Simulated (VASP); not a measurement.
# Cd5B3O9F (Cm) in VASP: electric field gradients with PBE

Aim: the electric field gradients of Cd5B3O9F with PBE.

All numbers are computed with VASP 6.6.1; they aren't measurements. Logs are shortened: lines on timing, memory, paths and dates and some standing lists are left out, and cuts for length are marked.

### Step 1. The cell of the first run

It takes space group Cm (No. 8, monoclinic). The conventional cell has a = 8.299 Å, b = 15.966 Å, c = 3.450 Å, α = 90.00°, β = 100.36°, γ = 90.00°. Cd (site symmetry m) has 4 O at 2.24 to 2.34 Å and 2 F at 2.37 to 2.45 Å within 3.0 Å. Within 3.0 Å of Cd (site symmetry 1) lie 5 O at 2.25 to 2.35 Å and 1 F at 2.43 Å. Within 3.0 Å of Cd (site symmetry 1) lie 7 O at 2.30 to 2.85 Å and 2 B at 2.76 to 2.99 Å. B (site symmetry 1) has 3 O at 1.38 to 1.42 Å within 1.8 Å. Within 1.9 Å of B (site symmetry m) lie 3 O at 1.39 to 1.41 Å. O (site symmetry 1) has 1 B at 1.38 Å within 1.8 Å. Within 1.9 Å of O (site symmetry 1) lie 1 B at 1.39 Å. O (site symmetry 1) has 1 B at 1.42 Å within 1.9 Å.

### Step 2. Electric field gradients, PBE (x stretched by +3 %)

The input, INCAR:

```
SYSTEM = Cd5B3O9F
ALGO = Normal
EDIFF = 1E-8
ENCUT = 520
GGA = PE
ISIF = 2
ISMEAR = -1
LASPH = .True.
LCHARG = .False.
LEFG = .True.
LREAL = Auto
LWAVE = .False.
NBANDS = 80
NELM = 100
PREC = Accurate
SIGMA = 0.02
```

The input, KPOINTS:

```
k-points
0
Gamma
  3 3 6
  0 0 0
```

The input, POSCAR:

```
Cd5B3O9F
1.0
    4.1493550000     -7.9830000000      0.0000000000
    4.1493550000      7.9830000000      0.0000000000
   -0.6201833839      0.0000000000      3.3940036473
Cd B O F
5 3 9 1
Direct
    0.2463066600      0.2463066600      0.7898854991
    0.9724248723      0.7350095703      0.0745607683
    0.7350095703      0.9724248723      0.0745607683
    0.6518435147      0.2985605386      0.4173557632
    0.2985605386      0.6518435147      0.4173557632
    0.9595246398      0.3532920015      0.8339291004
    0.3532920015      0.9595246398      0.8339291004
    0.5970520804      0.5970520804      0.4660631191
    0.8957556346      0.4406625945      0.0304343915
    0.4406625945      0.8957556346      0.0304343915
    0.7586687669      0.6079614218      0.5122269164
    0.6079614218      0.7586687669      0.5122269164
    0.1509323179      0.4398504981      0.8502950462
    0.4398504981      0.1509323179      0.8502950462
    0.4245125345      0.4245125345      0.3714438883
    0.8257516068      0.1739199798      0.6271983485
    0.1739199798      0.8257516068      0.6271983485
    0.0403907678      0.0403907678      0.1847068246
```

Potentials or basis: VASP PAW PBE potentials, release 64 (Cd, B, O, F).

On the command line:

```
$ cat potpaw_PBE.64/Cd/POTCAR potpaw_PBE.64/B/POTCAR potpaw_PBE.64/O/POTCAR potpaw_PBE.64/F/POTCAR > POTCAR
$ mpirun -np 1 vasp_std > vasp.out
```

OUTCAR:

```text
SYSTEM = Cd5B3O9F
   EDIFF = 1E-8
   ENCUT = 520
   GGA = PE
   ISIF = 2
   ISMEAR = -1
   LASPH = .True.
   LREAL = Auto
   NELM = 100
   PREC = Accurate

 ion  position               nearest neighbor table
   1  0.246  0.246  0.790-  15 2.24  15 2.27  14 2.34  13 2.34  18 2.37  18 2.45   5 3.75   4 3.75

   2  0.972  0.735  0.075-  17 2.25  11 2.29  17 2.30   9 2.31  11 2.35  18 2.43   5 3.56   4 3.65
                             4 3.67
   3  0.735  0.972  0.075-  16 2.25  12 2.29  16 2.30  10 2.31  12 2.35  18 2.43   4 3.56   5 3.65
                             5 3.67
   4  0.652  0.299  0.417-  14 2.30  11 2.35  14 2.35   9 2.40  16 2.49   9 2.55   6 2.76  15 2.85
                             3 3.56   2 3.65   2 3.67   1 3.75
   5  0.299  0.652  0.417-  13 2.30  12 2.35  13 2.35  10 2.40  17 2.49  10 2.55   7 2.76  15 2.85
                             2 3.56   3 3.65   3 3.67   1 3.75
   6  0.960  0.353  0.834-   9 1.38  16 1.41  13 1.42   4 2.76
   7  0.353  0.960  0.834-  10 1.38  17 1.41  14 1.42   5 2.76
   8  0.597  0.597  0.466-  11 1.39  12 1.39  15 1.41
   9  0.896  0.441  0.030-   6 1.38   2 2.31   4 2.40   4 2.55
  10  0.441  0.896  0.030-   7 1.38   3 2.31   5 2.40   5 2.55
  11  0.759  0.608  0.512-   8 1.39   2 2.29   4 2.35   2 2.35
  12  0.608  0.759  0.512-   8 1.39   3 2.29   5 2.35   3 2.35
  13  0.151  0.440  0.850-   6 1.42   5 2.30   1 2.34   5 2.35
  14  0.440  0.151  0.850-   7 1.42   4 2.30   1 2.34   4 2.35
  15  0.425  0.425  0.371-   8 1.41   1 2.24   1 2.27   4 2.85   5 2.85
  16  0.826  0.174  0.627-   6 1.41   3 2.25   3 2.30   4 2.49
  17  0.174  0.826  0.627-   7 1.41   2 2.25   2 2.30   5 2.49
  18  0.040  0.040  0.185-   1 2.37   2 2.43   3 2.43   1 2.45

  LATTYP: Found a base centered monoclinic cell.
 ALAT       =     8.2987100000
 B/A-ratio  =     1.9239134757
 C/A-ratio  =     0.4157515060
 COS(beta)  =    -0.1797528177

  Lattice vectors:

 A1 = (   4.1493550000,  -7.9830000000,   0.0000000000)
 A2 = (   4.1493550000,   7.9830000000,   0.0000000000)
 A3 = (  -0.6201833839,   0.0000000000,   3.3940036473)

Analysis of symmetry for initial positions (statically):
=====================================================================
 Subroutine PRICEL returns:
 Original cell was already a primitive cell.

[... 1805 lines left out ...]

  FORCE on cell =-STRESS in cart. coord.  units (eV):
  Direction    XX          YY          ZZ          XY          YZ          ZX
  --------------------------------------------------------------------------------------
  -------------------------------------------------------------------------------------
  Total       -5.6788583      0.8866927      1.8691308      0.0000000      0.0000000     -1.2474235
  in kB      -40.4652838      6.3182190     13.3186818      0.0000000      0.0000000     -8.8886437
  external PRESSURE =      -6.9427943 kB  Pullay stress =       0.0000000 kB

 VOLUME and BASIS-vectors are now :
 -----------------------------------------------------------------------------
  energy-cutoff  :      520.00
  volume of cell :      224.85
      direct lattice vectors                 reciprocal lattice vectors
     4.149355000 -7.983000000  0.000000000     0.120500656 -0.062633095  0.022018982
     4.149355000  7.983000000  0.000000000     0.120500656  0.062633095  0.022018982
    -0.620183384  0.000000000  3.394003647     0.000000000  0.000000000  0.294637279

 POSITION                                       TOTAL-FORCE (eV/Angst)
 -----------------------------------------------------------------------------------
      1.55415      0.00000      2.68087         0.075297      0.000000     -0.019604
      7.03851     -1.89529      0.25306        -0.054158     -0.019796     -0.020050
      7.03851      1.89529      0.25306        -0.054158      0.019796     -0.020050
      3.68473     -2.82026      1.41651         0.037328      0.086246      0.008044
      3.68473      2.82026      1.41651         0.037328     -0.086246      0.008044
      4.93015     -4.83956      2.83036         0.025202     -0.327218     -0.152197
[... 10 lines left out ...]
      3.75901      5.20357      2.12871         0.635828     -0.084817      0.366285
      0.22064      0.00000      0.62690         0.043000      0.000000     -0.022009
 -----------------------------------------------------------------------------------
    total drift:                               -0.000797     -0.000000     -0.000797

  FREE ENERGIE OF THE ION-ELECTRON SYSTEM (eV)
  ---------------------------------------------------
  free  energy   TOTEN  =      -101.7192337000 eV

  energy  without entropy=     -101.7192337000  energy(sigma->0) =     -101.71923370

 Electric field gradients (V/A^2)
---------------------------------------------------------------------
 ion       V_xx      V_yy      V_zz      V_xy      V_xz      V_yz
---------------------------------------------------------------------
   1      27.689   -23.239    -4.450    -0.000    22.836     0.000
   2      -6.692    49.925   -43.233    14.487    -7.328    11.031
   3      -6.692    49.925   -43.233   -14.487    -7.328   -11.031
   4     -20.052    36.672   -16.620     6.292    -6.342    11.844
   5     -20.052    36.672   -16.620    -6.292    -6.342   -11.844
   6      -8.360    -7.526    15.886     7.791   -13.521   -19.118
[... 10 lines left out ...]
  17      17.033   -40.412    23.379   -43.156    28.781    16.789
  18      25.840   -20.171    -5.668     0.000     5.969     0.000
---------------------------------------------------------------------

 Electric field gradients after diagonalization (V/A^2)
 (convention: |V_zz| > |V_xx| > |V_yy|)
----------------------------------------------------------------------
 ion       V_xx      V_yy      V_zz     asymmetry (V_yy - V_xx)/ V_zz
----------------------------------------------------------------------
   1     -23.239   -16.303    39.543       0.175
   2     -46.630    -7.631    54.261       0.719
   3     -46.630    -7.631    54.261       0.719
   4     -27.306   -12.278    39.585       0.380
   5     -27.306   -12.278    39.585       0.380
   6     -18.245   -14.304    32.549       0.121
[... 10 lines left out ...]
  17      53.341    18.867   -72.207       0.477
  18     -20.171    -6.761    26.932       0.498
----------------------------------------------------------------------

           NMR quadrupolar parameters

 Cq : quadrupolar parameter    Cq=e*Q*V_zz/h
 eta: asymmetry parameters     (V_yy - V_xx)/ V_zz
 Q  : nuclear electric quadrupole moment in mb (millibarn)
----------------------------------------------------------------------
 ion       Cq(MHz)       eta       Q (mb)
----------------------------------------------------------------------
   1       0.096       0.175       1.000
   2       0.131       0.719       1.000
   3       0.131       0.719       1.000
   4       0.096       0.380       1.000
   5       0.096       0.380       1.000
   6       0.079       0.121       1.000
[... 10 lines left out ...]
  17      -0.175       0.477       1.000
  18       0.065       0.498       1.000
----------------------------------------------------------------------
```

OSZICAR:

```text
N       E                     dE             d eps       ncg     rms          rms(c)
DAV:   1     0.112163361862E+04    0.11216E+04   -0.70395E+04  3200   0.162E+03
DAV:   2    -0.251964055562E+02   -0.11468E+04   -0.10932E+04  3504   0.426E+02
DAV:   3    -0.117389422586E+03   -0.92193E+02   -0.91248E+02  3568   0.128E+02
[... 12 lines left out ...]
DAV:  16    -0.101719233704E+03   -0.21710E-05   -0.34122E-06  3440   0.878E-03    0.350E-03
DAV:  17    -0.101719233764E+03   -0.59355E-07   -0.11338E-06  3704   0.552E-03    0.138E-03
DAV:  18    -0.101719233739E+03    0.24134E-07   -0.19149E-07  3424   0.219E-03    0.718E-04
DAV:  19    -0.101719233705E+03    0.34015E-07   -0.30383E-08  2936   0.100E-03    0.314E-04
DAV:  20    -0.101719233700E+03    0.53751E-08   -0.75301E-09  2168   0.438E-04
   1 F= -.10171923E+03 E0= -.10171923E+03  d E =-.185165E-11
```

It took 14 min on 1 thread of Intel Xeon Platinum 8488C (Sapphire Rapids), shared host; peak memory 0.5 GiB.

What came out:

* Free energy: -101.7192 eV
* Pressure: -0.7 GPa
* Largest force: 1.240 eV/Å
* Band gap on the k mesh: 1.61 eV, indirect (least direct gap 1.68 eV)

Forces in eV/Å, atoms in the order of the input:
```
Cd   0.075  0.000 -0.020
Cd  -0.054 -0.020 -0.020
Cd  -0.054  0.020 -0.020
Cd   0.037  0.086  0.008
Cd   0.037 -0.086  0.008
B    0.025 -0.327 -0.152
B    0.025  0.327 -0.152
B   -0.496  0.000 -0.104
O   -0.031 -0.040 -0.071
O   -0.031  0.040 -0.071
O   -0.342  0.127 -0.098
O   -0.342 -0.127 -0.098
O   -0.676  0.391 -0.139
O   -0.676 -0.391 -0.139
O    1.187  0.000  0.357
O    0.636  0.085  0.366
O    0.636 -0.085  0.366
F    0.043  0.000 -0.022
```

Stress tensor (GPa, compression positive):
```
-4.05  0.00 -0.89
 0.00  0.63  0.00
-0.89  0.00  1.33
```

Electric field gradients, principal values (V/Å²):
```
atom    least   middle  greatest (by size)
1 Cd  -16.303  -23.239              39.543
2 Cd   -7.631  -46.630              54.261
3 Cd   -7.631  -46.630              54.261
4 Cd  -12.278  -27.306              39.585
5 Cd  -12.278  -27.306              39.585
 6 B  -14.304  -18.245              32.549
 7 B  -14.304  -18.245              32.549
 8 B  -16.230  -16.403              32.633
 9 O    3.124   43.151             -46.276
10 O    3.124   43.151             -46.276
11 O    5.736   39.453             -45.188
12 O    5.736   39.453             -45.188
13 O   -4.515  -34.611              39.126
14 O   -4.515  -34.611              39.126
15 O   15.063   67.444             -82.507
16 O   18.867   53.341             -72.207
17 O   18.867   53.341             -72.207
18 F   -6.761  -20.171              26.932
```

Caveat: the cell differs from its parent crystal (x stretched by +3 %); without QUAD_EFG the Cq values of the log hold for a quadrupole moment of 1 mb, not for the nuclei; forces of over 1 eV/Å act on the atoms, so gaps and moduli don't describe the material at rest. A k mesh can miss the band edges.
